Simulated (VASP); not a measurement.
A run of VASP 6.6.1:

File POSCAR:

```
CdS
1.0
    3.8984360000      0.0000000000      0.0000000000
    0.0000000000      5.5114920000      0.0000000000
    0.0000000000      0.0000000000      3.8981040000
Cd S
2 2
Direct
    0.5000000000      0.5000000000      0.2430260000
    0.0000000000      0.0000000000      0.7569740000
    0.5000000000      0.0000000000      0.2551630000
    0.0000000000      0.5000000000      0.7448370000
```

The input INCAR.step1:

```
SYSTEM = CdS
PREC     = Accurate       ! precision mode
ENCUT    = 520            ! plane-wave cutoff, eV
ISMEAR   = 0              ! smearing method
SIGMA    = 0.01           ! smearing width, eV
LREAL    = .FALSE.        ! projectors in reciprocal space
LASPH    = .TRUE.         ! aspherical terms in the spheres
NELM     = 100            ! most SCF steps
NBANDS   = 26             ! bands
GGA      = PE             ! functional
ALGO     = Normal         ! electronic algorithm
EDIFF    = 1E-4           ! SCF threshold, eV
LWAVE    = .TRUE.         ! write WAVECAR
LCHARG   = .FALSE.        ! write CHGCAR
```

Contents of INCAR.step2:

```
SYSTEM = CdS
PREC     = Accurate       ! precision mode
ENCUT    = 520            ! plane-wave cutoff, eV
EDIFF    = 1E-7           ! SCF threshold, eV
ISMEAR   = 0              ! smearing method
SIGMA    = 0.01           ! smearing width, eV
LREAL    = .FALSE.        ! projectors in reciprocal space
LASPH    = .TRUE.         ! aspherical terms in the spheres
NELM     = 100            ! most SCF steps
ALGO     = Normal         ! electronic algorithm
ISIF     = 2              ! what is computed and relaxed
LWAVE    = .FALSE.        ! write WAVECAR
LCHARG   = .FALSE.        ! write CHGCAR
METAGGA  = R2SCAN         ! meta-GGA
LMIXTAU  = .TRUE.       
NBANDS   = 26             ! bands
ISTART   = 1
```

File KPOINTS:

```
Automatic mesh
0
G
  6 4 6
  0 0 0
```

Potentials or basis: VASP PAW PBE potentials, release 64 (Cd, S).

Run with:

```console
$ cat potpaw_PBE.64/Cd/POTCAR potpaw_PBE.64/S/POTCAR > POTCAR
$ cp INCAR.step1 INCAR
$ mpirun -np 1 vasp_std > vasp.out
$ cp INCAR.step2 INCAR
$ mpirun -np 1 vasp_std > vasp.out
```

Hardware: 1 thread of Intel Xeon 8259CL (shared host).

Question: Estimate the wall time of this run.

Answer: Wall time 5.1 min on 1 thread of Intel Xeon 8259CL (shared host), peak memory 0.26 GiB. Counts: k points 48.
